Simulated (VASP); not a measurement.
KAgCl2, 4 atoms in the cell. Symmetry: R-3m, No. 166, trigonal system. Conventional cell: a = 4.154 Å, b = 4.154 Å, c = 19.813 Å, α = 90.00°, β = 90.00°, γ = 120.00°. Within 4.0 Å of K (site symmetry -3m) lie 6 Cl at 3.05 Å. Ag (site symmetry -3m) has 6 Cl at 2.79 Å within 3.7 Å. Cl (site symmetry 3m) has 3 Ag at 2.79 Å and 3 K at 3.05 Å within 3.7 Å.  This cell differs from its parent crystal: volume changed by -3%.

```yaml
Program: VASP 6.6.1
Task: single point
Functional: r2SCAN
Potentials_or_basis: VASP PAW PBE potentials, release 64 (K_sv, Ag, Cl)
Cutoff: 520 eV
k_mesh: 6 × 6 × 6
Occupations: gaussian, width 0.01 eV
Spin: no spin polarisation
Dipole_correction: no
Further_INCAR_settings: ALGO = Normal; EDIFF = 1e-07; NBANDS = 25
```

Potentials or basis: VASP PAW PBE potentials, release 64 (K_sv, Ag, Cl).

The run is started by

```bash
$ cat potpaw_PBE.64/K_sv/POTCAR potpaw_PBE.64/Ag/POTCAR potpaw_PBE.64/Cl/POTCAR > POTCAR
$ cp INCAR.step1 INCAR
$ mpirun -np 1 vasp_std > vasp.out
$ cp INCAR.step2 INCAR
$ mpirun -np 1 vasp_std > vasp.out
```

Hardware: 1 thread of Intel(R) Xeon(R) Platinum 8259CL CPU @ 2.50GHz (Skylake/Cascade Lake), on a shared host.

How long does it take, and how much memory?

It took 14 min on 1 thread of Intel(R) Xeon(R) Platinum 8259CL CPU @ 2.50GHz (Skylake/Cascade Lake), on a shared host, peak memory 0.47 GiB. Counts: k points 32.
